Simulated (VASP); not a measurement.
# Zn5S6 in VASP: notebook

Runs on Zn5S6. Level: PBE. Tasks: single point.

Program: VASP 6.6.1. These are calculated values, not measurements. Logs are shortened: lines on timing, memory, paths and dates and some standing lists are left out, and cuts for length are marked.

## Step 1: The cell of the first run

The cell holds a slab with vacuum, 11 atoms: a = 3.849 Å, b = 3.849 Å, c = 28.608 Å, α = 90.00°, β = 90.00°, γ = 90.00°.

## Step 2: Single point, PBE

Contents of INCAR:

```
SYSTEM = Zn5S6
PREC     = Accurate       ! precision mode
ENCUT    = 520            ! plane-wave cutoff, eV
EDIFF    = 1E-7           ! SCF threshold, eV
ISMEAR   = 0              ! smearing method
SIGMA    = 0.05           ! smearing width, eV
LREAL    = .False.        ! projectors in reciprocal space
LASPH    = .True.         ! aspherical terms in the spheres
NELM     = 60             ! most SCF steps
ALGO     = Normal         ! electronic algorithm
ISIF     = 2              ! what is computed and relaxed
LWAVE    = .False.        ! write WAVECAR
LCHARG   = .False.        ! write CHGCAR
GGA      = PE             ! functional
NBANDS   = 59             ! bands
```

Contents of KPOINTS:

```
Automatic mesh
0
Gamma
  7 7 1
  0 0 0
```

Contents of POSCAR:

```
Zn5S6
1.0
    3.8488726981      0.0000000000      0.0000000000
    0.0000000000      3.8488726981      0.0000000000
    0.0000000000      0.0000000000     28.6078199237
S Zn
6 5
Direct
    0.0000000000      0.5000000000      0.2621660798
    0.5000000000      0.0000000000      0.3572996479
    0.0000000000      0.5000000000      0.4524332160
    0.5000000000      0.0000000000      0.5475667840
    0.0000000000      0.5000000000      0.6427003521
    0.5000000000      0.0000000000      0.7378339202
    0.5000000000      0.5000000000      0.3097328638
    0.0000000000      0.0000000000      0.4048664319
    0.5000000000      0.5000000000      0.5000000000
    0.0000000000      0.0000000000      0.5951335681
    0.5000000000      0.5000000000      0.6902671362
```

Potentials or basis: VASP PAW PBE potentials, release 64 (S, Zn).

Started as:

```sh
$ cat potpaw_PBE.64/S/POTCAR potpaw_PBE.64/Zn/POTCAR > POTCAR
$ mpirun -np 1 vasp_std > vasp.out
```

OUTCAR:

```text
SYSTEM = Zn5S6
   PREC = Accurate
   ENCUT = 520
   EDIFF = 1E-7
   ISMEAR = 0
   LREAL = .False.
   LASPH = .True.
   NELM = 60
   ISIF = 2
   GGA = PE

 ion  position               nearest neighbor table
   1  0.000  0.500  0.262-   7 2.36   7 2.36
   2  0.500  0.000  0.357-   8 2.36   8 2.36   7 2.36   7 2.36
   3  0.000  0.500  0.452-   9 2.36   9 2.36   8 2.36   8 2.36
   4  0.500  0.000  0.548-   9 2.36   9 2.36  10 2.36  10 2.36
   5  0.000  0.500  0.643-  10 2.36  10 2.36  11 2.36  11 2.36
   6  0.500  0.000  0.738-  11 2.36  11 2.36
   7  0.500  0.500  0.310-   1 2.36   1 2.36   2 2.36   2 2.36
   8  0.000  0.000  0.405-   2 2.36   2 2.36   3 2.36   3 2.36
   9  0.500  0.500  0.500-   3 2.36   4 2.36   4 2.36   3 2.36
  10  0.000  0.000  0.595-   5 2.36   5 2.36   4 2.36   4 2.36
  11  0.500  0.500  0.690-   6 2.36   6 2.36   5 2.36   5 2.36

  LATTYP: Found a simple tetragonal cell.
 ALAT       =     3.8488726981
 C/A-ratio  =     7.4327789375

  Lattice vectors:

 A1 = (   3.8488726981,   0.0000000000,   0.0000000000)
 A2 = (   0.0000000000,   3.8488726981,   0.0000000000)
 A3 = (   0.0000000000,   0.0000000000,  28.6078199237)

Analysis of symmetry for initial positions (statically):
=====================================================================
 Subroutine PRICEL returns:
 Original cell was already a primitive cell.

 Routine SETGRP: Setting up the symmetry group for a
 simple tetragonal supercell.

 Subroutine GETGRP returns: Found  8 space group operations
 (whereof  8 operations were pure point group operations)
 out of a pool of 16 trial point group operations.

The static configuration has the point symmetry D_2d.

Analysis of symmetry for dynamics (positions and initial velocities):
=====================================================================
 Subroutine PRICEL returns:
 Original cell was already a primitive cell.

 Routine SETGRP: Setting up the symmetry group for a
 simple tetragonal supercell.

 Subroutine GETGRP returns: Found  8 space group operations
 (whereof  8 operations were pure point group operations)
 out of a pool of 16 trial point group operations.

The dynamic configuration has the point symmetry D_2d.

 Subroutine INISYM returns: Found  8 space group operations
 (whereof  8 operations are pure point group operations),
 and found     1 'primitive' translations

----------------------------------------------------------------------------------------

                                     Primitive cell

  volume of cell :     423.7911

  direct lattice vectors                    reciprocal lattice vectors
     3.848872698  0.000000000  0.000000000     0.259816335  0.000000000  0.000000000
     0.000000000  3.848872698  0.000000000     0.000000000  0.259816335  0.000000000
     0.000000000  0.000000000 28.607819924     0.000000000  0.000000000  0.034955477

  length of vectors
     3.848872698  3.848872698 28.607819924     0.259816335  0.259816335  0.034955477

  position of ions in fractional coordinates (direct lattice)
     0.000000000  0.500000000  0.262166080
     0.500000000  0.000000000  0.357299648
     0.000000000  0.500000000  0.452433216
     0.500000000  0.000000000  0.547566784
     0.000000000  0.500000000  0.642700352
     0.500000000  0.000000000  0.737833920
     0.500000000  0.500000000  0.309732864
     0.000000000  0.000000000  0.404866432
     0.500000000  0.500000000  0.500000000
     0.000000000  0.000000000  0.595133568
     0.500000000  0.500000000  0.690267136

  ion indices of the primitive-cell ions
   primitive index   ion index
                 1           1
                 2           2
                 3           3
                 4           4
                 5           5
                 6           6
                 7           7
                 8           8
                 9           9
                10          10
                11          11

----------------------------------------------------------------------------------------

 KPOINTS: Automatic mesh

Automatic generation of k-mesh.
 Grid dimensions read from file:
 generate k-points for:    7    7    1

 Generating k-lattice:

  Cartesian coordinates                     Fractional coordinates (reciprocal lattice)
     0.037116619  0.000000000  0.000000000     0.142857143  0.000000000  0.000000000
     0.000000000  0.037116619  0.000000000     0.000000000  0.142857143  0.000000000
     0.000000000  0.000000000  0.034955477     0.000000000  0.000000000  1.000000000

  Length of vectors
     0.037116619  0.037116619  0.034955477

  Shift w.r.t. Gamma in fractional coordinates (k-lattice)
     0.000000000  0.000000000  0.000000000

 Subroutine IBZKPT returns following result:
 ===========================================

 Found     10 irreducible k-points:

 Following reciprocal coordinates:
            Coordinates               Weight
  0.000000  0.000000  0.000000      1.000000
  0.142857  0.000000  0.000000      4.000000
  0.285714  0.000000  0.000000      4.000000
  0.428571  0.000000  0.000000      4.000000
  0.142857  0.142857  0.000000      4.000000
  0.285714  0.142857  0.000000      8.000000
  0.428571  0.142857  0.000000      8.000000
  0.285714  0.285714  0.000000      4.000000
  0.428571  0.285714  0.000000      8.000000
  0.428571  0.428571  0.000000      4.000000
   k-points           NKPTS =     10   k-points in BZ     NKDIM =     10   number of bands    NBANDS=     59
   number of dos      NEDOS =    301   number of ions     NIONS =     11
   total plane-waves  NPLWV = 194400
   dimension x,y,z NGX =    30 NGY =   30 NGZ =  216
   dimension x,y,z NGXF=    60 NGYF=   60 NGZF=  432
   ions per type =               6   5
   NGX,Y,Z   is equivalent  to a cutoff of  12.96, 12.96, 12.55 a.u.
   NGXF,Y,Z  is equivalent  to a cutoff of  25.92, 25.92, 25.10 a.u.
 SYSTEM =  Zn5S6
   PREC   = accura    normal or accurate (medium, high low for compatibility)
   ISTART =      0    job   : 0-new  1-cont  2-samecut
   ICHARG =      2    charge: 1-file 2-atom 10-const
   ISPIN  =      1    spin polarized calculation?
   LNONCOLLINEAR =      F non collinear calculations
   LSORBIT =      F    spin-orbit coupling
   LASPH  =      T    aspherical Exc in radial PAW
   ENCUT  =  520.0 eV  38.22 Ry    6.18 a.u.   7.16  7.16 53.19*2*pi/ulx,y,z
   NELM   =     60;   NELMIN=  2; NELMDL= -5     # of ELM steps
   EDIFF  = 0.1E-06   stopping-criterion for ELM
   LREAL  =      F    real-space projection
   EDIFFG = 0.1E-05   stopping-criterion for IOM
   NSW    =      0    number of steps for IOM
   IBRION =     -1    ionic relax: 0-MD 1-quasi-New 2-CG
   NFREE  =      0    steps in history (QN), initial steepest desc. (CG)
   ISIF   =      2    stress and relaxation
   ISYM   =      2    0-nonsym 1-usesym 2-fastsym
   POTIM  = 0.5000    time-step for ionic-motion
   TEBEG  =    0.0;   TEEND  =   0.0 temperature during run
   PSTRESS=    0.0 pullay stress
   NELECT =      96.0000    total number of electrons
   NUPDOWN=      -1.0000    fix difference up-down
   EMIN   =  10.00;   EMAX   =-10.00  energy-range for DOS
   EFERMI =   0.00;   METHOD = LEGACY
   ISMEAR =     0;   SIGMA  =   0.05  broadening in eV -4-tet -1-fermi 0-gaus
   EFERMI_NEDOS =   21; number of points for ismear=-14 and -15
   IALGO  =     38    algorithm
   IMIX   =      4    mixing-type and parameters
     AMIX     =   0.40;   BMIX     =  1.00
     AMIX_MAG =   1.60;   BMIX_MAG =  1.00
  volume/ion in A,a.u.               =      38.53       259.99
  Fermi-wavevector in a.u.,A,eV,Ry     =   0.997963  1.885877 13.550464  0.995931
  Thomas-Fermi vector in A             =   2.130155
   LORBIT       =      0    0 simple, 1 ext, 2 COOP (PROOUT), +10 PAW based schemes
   GGA     = PE    functional components
   LHFCALC =     F    Hartree Fock is set to
   AEXX    =    0.0000 exact exchange contribution
   IVDW    =     0    specifies the selected vdW correction
   LEPSILON=     F    determine dielectric tensor
   LRPA    =     F    only Hartree local field effects (RPA)
 non-spin polarized calculation
 Gauss-broadening in eV      SIGMA  =   0.05
  energy-cutoff  :      520.00
  volume of cell :      423.79
 maximum number of plane-waves:     11438
 NGX is ok and might be reduce to    30
   NGX = 15   NGY = 15   NGZ =107

 number of electron      95.9999926 magnetization

 Free energy of the ion-electron system (eV)
  ---------------------------------------------------
  ext. energy  EPLUGINS =         0.00000000
  ---------------------------------------------------
  free energy    TOTEN  =       -35.59648299 eV

  energy without entropy =      -35.59218404  energy(sigma->0) =      -35.59433351

 E-fermi :  -2.4170     XC(G=0):  -5.5203

 val. band max:       -2.4616790787   @ k =   0.1429   0.0000   0.0000
 cond. band min:      -2.3854393016   @ k =   0.1429   0.0000   0.0000
 fundamental gap:      0.0762397771
 Fermi energy:        -2.4169998725

 k-point     1 :       0.0000    0.0000    0.0000
  band No.  band energies     occupation
      1     -15.4411      2.00000
      2     -15.1111      2.00000
      3     -14.7570      2.00000
      4     -14.4965      2.00000
      5     -13.5632      2.00000
      6     -13.5593      2.00000
[... 51 lines left out ...]
     58       3.0407      0.00000
     59       3.5736      0.00000

 k-point     2 :       0.1429    0.0000    0.0000
  band No.  band energies     occupation
      1     -15.3489      2.00000
      2     -15.0346      2.00000
      3     -14.7031      2.00000
      4     -14.4754      2.00000
      5     -13.5394      2.00000
      6     -13.5164      2.00000
[... 485 lines left out ...]
     58       3.6920      0.00000
     59       4.2217      0.00000

 k-point    10 :       0.4286    0.4286    0.0000
  band No.  band energies     occupation
      1     -14.4422      2.00000
      2     -14.4063      2.00000
      3     -14.2306      2.00000
      4     -14.2302      2.00000
      5     -13.1492      2.00000
      6     -13.1492      2.00000
[... 51 lines left out ...]
     58       3.5837      0.00000
     59       3.9594      0.00000

------------------------ aborting loop because EDIFF is reached ----------------------------------------

  FORCE on cell =-STRESS in cart. coord.  units (eV):
  Direction    XX          YY          ZZ          XY          YZ          ZX
  --------------------------------------------------------------------------------------
  -------------------------------------------------------------------------------------
  Total       -3.0355205     -3.0355205     -0.3329324      0.0000000      0.0000000      0.0000000
  in kB      -11.4760359    -11.4760359     -1.2586784      0.0000000      0.0000000      0.0000000
  external PRESSURE =      -8.0702501 kB  Pullay stress =       0.0000000 kB

 VOLUME and BASIS-vectors are now :
 -----------------------------------------------------------------------------
  energy-cutoff  :      520.00
  volume of cell :      423.79
      direct lattice vectors                 reciprocal lattice vectors
     3.848872698  0.000000000  0.000000000     0.259816335  0.000000000  0.000000000
     0.000000000  3.848872698  0.000000000     0.000000000  0.259816335  0.000000000
     0.000000000  0.000000000 28.607819924     0.000000000  0.000000000  0.034955477

 POSITION                                       TOTAL-FORCE (eV/Angst)
 -----------------------------------------------------------------------------------
      0.00000      1.92444      7.50000        -0.000000      0.000000      0.309299
      1.92444      0.00000     10.22156        -0.000000      0.000000      0.308260
      0.00000      1.92444     12.94313        -0.000000      0.000000      0.057639
      1.92444      0.00000     15.66469        -0.000000      0.000000     -0.057639
      0.00000      1.92444     18.38626        -0.000000      0.000000     -0.308260
      1.92444      0.00000     21.10782         0.000000      0.000000     -0.309299
      1.92444      1.92444      8.86078        -0.000000      0.000000     -0.536861
      0.00000      0.00000     11.58235        -0.000000      0.000000     -0.137646
      1.92444      1.92444     14.30391        -0.000000     -0.000000     -0.000000
      0.00000      0.00000     17.02547         0.000000      0.000000      0.137646
      1.92444      1.92444     19.74704        -0.000000     -0.000000      0.536861
 -----------------------------------------------------------------------------------
    total drift:                                0.000000     -0.000000      0.000000

  FREE ENERGIE OF THE ION-ELECTRON SYSTEM (eV)
  ---------------------------------------------------
  free  energy   TOTEN  =       -35.5964829893 eV

  energy  without entropy=      -35.5921840399  energy(sigma->0) =      -35.59433351
```

Wall time 5.5 min (1 thread of Intel Xeon Platinum 8488C (Sapphire Rapids), shared host); peak memory 0.56 GiB.

Results:

```
Free energy            : -35.5965 eV
Largest force          : 0.537 eV/Å
Band gap on the k mesh : zero (bands 48 and 49 overlap by 1.12 eV)
```

Forces on the atoms (eV/Å):
```
S    0.000  0.000  0.309
S    0.000  0.000  0.308
S    0.000  0.000  0.058
S    0.000  0.000 -0.058
S    0.000  0.000 -0.308
S    0.000  0.000 -0.309
Zn   0.000  0.000 -0.537
Zn   0.000  0.000 -0.138
Zn   0.000  0.000  0.000
Zn   0.000  0.000  0.138
Zn   0.000  0.000  0.537
```

Levels at points of the mesh, in eV from the Fermi level:
```
           k point  band 45  band 46  band 47  band 48  band 49  band 50  band 51  band 52
(0.00, 0.00, 0.00)     0.06     0.06     0.07     0.42     0.42     2.58     3.57     3.65
```

Caveat: there is no dipole correction, which matters where the two faces differ.

## Step 3: Single point, PBE

Contents of INCAR:

```
SYSTEM = Zn5S6
  PREC = Accurate
  ENCUT = 520
  EDIFF = 1E-6
  ISMEAR = 0
  SIGMA = 0.05
  LREAL = .False.
  LASPH = .True.
  NELM = 80
  ALGO = Normal
  ISIF = 2
  LWAVE = .False.
  LCHARG = .False.
  LDIPOL = .True.
  IDIPOL = 3
  DIPOL = 0.5 0.5 0.500
  GGA = PE
  EFIELD = -0.1
  NBANDS = 59
```

Contents of KPOINTS:

```
regular mesh
0
Gamma
  7 7 1
  0 0 0
```

POSCAR is that of step 2.

Potentials or basis: VASP PAW PBE potentials, release 64 (S, Zn).

Started as:

```sh
$ cat potpaw_PBE.64/S/POTCAR potpaw_PBE.64/Zn/POTCAR > POTCAR
$ mpirun -np 1 vasp_std > vasp.out
```

OUTCAR:

```text
SYSTEM = Zn5S6
   PREC = Accurate
   ENCUT = 520
   EDIFF = 1E-6
   ISMEAR = 0
   LREAL = .False.
   LASPH = .True.
   NELM = 80
   ISIF = 2
   GGA = PE

 ion  position               nearest neighbor table
   1  0.000  0.500  0.262-   7 2.36   7 2.36
   2  0.500  0.000  0.357-   8 2.36   8 2.36   7 2.36   7 2.36
   3  0.000  0.500  0.452-   9 2.36   9 2.36   8 2.36   8 2.36
   4  0.500  0.000  0.548-   9 2.36   9 2.36  10 2.36  10 2.36
   5  0.000  0.500  0.643-  10 2.36  10 2.36  11 2.36  11 2.36
   6  0.500  0.000  0.738-  11 2.36  11 2.36
   7  0.500  0.500  0.310-   1 2.36   1 2.36   2 2.36   2 2.36
   8  0.000  0.000  0.405-   2 2.36   2 2.36   3 2.36   3 2.36
   9  0.500  0.500  0.500-   3 2.36   4 2.36   4 2.36   3 2.36
  10  0.000  0.000  0.595-   5 2.36   5 2.36   4 2.36   4 2.36
  11  0.500  0.500  0.690-   6 2.36   6 2.36   5 2.36   5 2.36

  LATTYP: Found a simple tetragonal cell.
 ALAT       =     3.8488726981
 C/A-ratio  =     7.4327789375

  Lattice vectors:

 A1 = (   3.8488726981,   0.0000000000,   0.0000000000)
 A2 = (   0.0000000000,   3.8488726981,   0.0000000000)
[... 1189 lines left out ...]

 vacuum level on the upper side and lower side of the slab       (xc-potential included)         0.407        -0.919

  FORCE on cell =-STRESS in cart. coord.  units (eV):
  Direction    XX          YY          ZZ          XY          YZ          ZX
  --------------------------------------------------------------------------------------
  -------------------------------------------------------------------------------------
  Total       -3.0002426     -3.0317161     -0.3230626      0.0000000      0.0000000      0.0000000
  in kB      -11.3426647    -11.4616531     -1.2213648      0.0000000      0.0000000      0.0000000
  external PRESSURE =      -8.0085609 kB  Pullay stress =       0.0000000 kB

 VOLUME and BASIS-vectors are now :
 -----------------------------------------------------------------------------
  energy-cutoff  :      520.00
  volume of cell :      423.79
      direct lattice vectors                 reciprocal lattice vectors
     3.848872698  0.000000000  0.000000000     0.259816335  0.000000000  0.000000000
     0.000000000  3.848872698  0.000000000     0.000000000  0.259816335  0.000000000
     0.000000000  0.000000000 28.607819924     0.000000000  0.000000000  0.034955477

 POSITION                                       TOTAL-FORCE (eV/Angst)
 -----------------------------------------------------------------------------------
      0.00000      1.92444      7.50000         0.000000      0.000000      0.307699
      1.92444      0.00000     10.22156         0.000000      0.000000      0.308045
      0.00000      1.92444     12.94313         0.000000      0.000000      0.058312
      1.92444      0.00000     15.66469         0.000000      0.000000     -0.057147
      0.00000      1.92444     18.38626         0.000000      0.000000     -0.308507
      1.92444      0.00000     21.10782         0.000000      0.000000     -0.311109
      1.92444      1.92444      8.86078         0.000000      0.000000     -0.535299
      0.00000      0.00000     11.58235         0.000000      0.000000     -0.137938
      1.92444      1.92444     14.30391         0.000000      0.000000     -0.000808
      0.00000      0.00000     17.02547         0.000000      0.000000      0.137596
      1.92444      1.92444     19.74704         0.000000      0.000000      0.539156
 -----------------------------------------------------------------------------------
    total drift:                                0.000000     -0.000000      0.000268

  FREE ENERGIE OF THE ION-ELECTRON SYSTEM (eV)
  ---------------------------------------------------
  free  energy   TOTEN  =       -35.6027356386 eV

  energy  without entropy=      -35.5983912185  energy(sigma->0) =      -35.60056343

 vacuum level on the upper side and lower side of the slab         5.193         3.895
```

OSZICAR:

```text
N       E                     dE             d eps       ncg     rms          rms(c)
DAV:   1     0.747074594245E+03    0.74707E+03   -0.41302E+04  1920   0.157E+03
DAV:   2     0.688072532340E+02   -0.67827E+03   -0.65034E+03  2136   0.361E+02
DAV:   3    -0.324606529722E+02   -0.10127E+03   -0.99883E+02  2075   0.146E+02
[... 13 lines left out ...]
DAV:  62    -0.356027265207E+02   -0.10001E-04   -0.40176E-05  2103   0.308E-02    0.157E-02
DAV:  63    -0.356027303722E+02   -0.38516E-05   -0.71505E-07  1334   0.772E-03    0.138E-02
DAV:  64    -0.356027329738E+02   -0.26015E-05   -0.30941E-07  1297   0.893E-03    0.104E-02
DAV:  65    -0.356027350463E+02   -0.20726E-05   -0.47851E-07  1219   0.743E-03    0.644E-03
DAV:  66    -0.356027356386E+02   -0.59231E-06   -0.25532E-07  1095   0.584E-03
   1 F= -.35602736E+02 E0= -.35600563E+02  d E =-.434442E-02
```

Wall time 24 min (1 thread of Intel Xeon Platinum 8488C (Sapphire Rapids), shared host); peak memory 0.63 GiB.

What came out:

```yaml
Free_energy: -35.6027 eV
Largest_force: 0.539 eV/Å
Band_gap_on_the_k_mesh: zero (bands 48 and 49 overlap by 1.11 eV)
```

Forces on the atoms (eV/Å):
```
S    0.000  0.000  0.308
S    0.000  0.000  0.308
S    0.000  0.000  0.058
S    0.000  0.000 -0.057
S    0.000  0.000 -0.309
S    0.000  0.000 -0.311
Zn   0.000  0.000 -0.535
Zn   0.000  0.000 -0.138
Zn   0.000  0.000 -0.001
Zn   0.000  0.000  0.138
Zn   0.000  0.000  0.539
```

Levels at points of the mesh, in eV from the Fermi level:
```csv
k point,band 44,band 45,band 46,band 47,band 48,band 49,band 50,band 51,band 52,band 53
"(0.00, 0.00, 0.00)",-0.40,0.05,0.06,0.07,0.42,0.43,2.58,3.57,3.65,3.99
```

The gap in the log of VASP goes by the Fermi energy; the results here count the filled bands.